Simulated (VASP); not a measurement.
Set up this calculation in VASP 6.6.1, as the native input.

* Task: single point
* Functional: r2SCAN
* Potentials or basis: VASP PAW PBE potentials, release 64 (Ta_sv_GW, N)
* Cutoff: 660 eV
* k mesh: 10 × 10 × 10
* Occupations: fermi-dirac, width 0.05 eV
* Spin: no spin polarisation
* Dipole correction: no
* Second run: valence_matched
* Further INCAR settings: ALGO = Normal; EDIFF = 1e-06; NBANDS = 16

TaN:

```xyz
2
Lattice="0.0000 2.1938 2.1938 2.1938 0.0000 2.1938 2.1938 2.1938 0.0000" Properties=species:S:1:pos:R:3 pbc="T T T"
Ta    2.1938    2.1938    2.1938
N     0.0000    0.0000    0.0000
```

These files were run (other wordings do the same):

POSCAR

```
TaN
1.0
    0.0000000000      2.1938075083      2.1938075083
    2.1938075083      0.0000000000      2.1938075083
    2.1938075083      2.1938075083      0.0000000000
Ta N
1 1
Direct
    0.5000000000      0.5000000000      0.5000000000
    0.0000000000      0.0000000000      0.0000000000
```

INCAR.step1

```
SYSTEM = TaN
  ALGO = Normal
  EDIFF = 1E-5
  ENCUT = 660
  GGA = PE
  GGA_COMPAT = .FALSE.
  ISMEAR = -1
  LASPH = .TRUE.
  LCHARG = .FALSE.
  LREAL = .FALSE.
  LWAVE = .TRUE.
  NBANDS = 16
  NELM = 120
  PREC = Accurate
  SIGMA = 0.05
```

INCAR.step2

```
SYSTEM = TaN
  ALGO = Normal
  EDIFF = 1E-6
  ENCUT = 660
  GGA_COMPAT = .FALSE.
  ISIF = 2
  ISMEAR = -1
  ISTART = 1
  LASPH = .TRUE.
  LCHARG = .TRUE.
  LELF = .TRUE.
  LMIXTAU = .TRUE.
  LREAL = .FALSE.
  LVHAR = .TRUE.
  LWAVE = .FALSE.
  METAGGA = R2SCAN
  NBANDS = 16
  NELM = 120
  PREC = Accurate
  SIGMA = 0.05
```

KPOINTS

```
k-points
0
G
  10 10 10
  0 0 0
```

Potentials or basis: VASP PAW PBE potentials, release 64 (Ta_sv_GW, N).

Launch:

```bash
$ cat potpaw_PBE.64/Ta_sv_GW/POTCAR potpaw_PBE.64/N/POTCAR > POTCAR
$ cp INCAR.step1 INCAR
$ mpirun -np 1 vasp_std > vasp.out
$ cp INCAR.step2 INCAR
$ mpirun -np 1 vasp_std > vasp.out
```

It gave:

* Pressure: 2.0 GPa
* Band gap on the k mesh: zero (band 9 reaches 15.93 eV, above the bottom of band 10 at 11.80 eV)

Caveat: the PAW data sets were made with another functional, which shifts forces and pressure a little; spin-orbit coupling is left out, which moves the levels of the heavy elements.

Run time: 72 s on 1 thread of Intel(R) Xeon(R) 6975P-C (Granite Rapids), with other jobs on the host, peak memory 0.19 GiB.
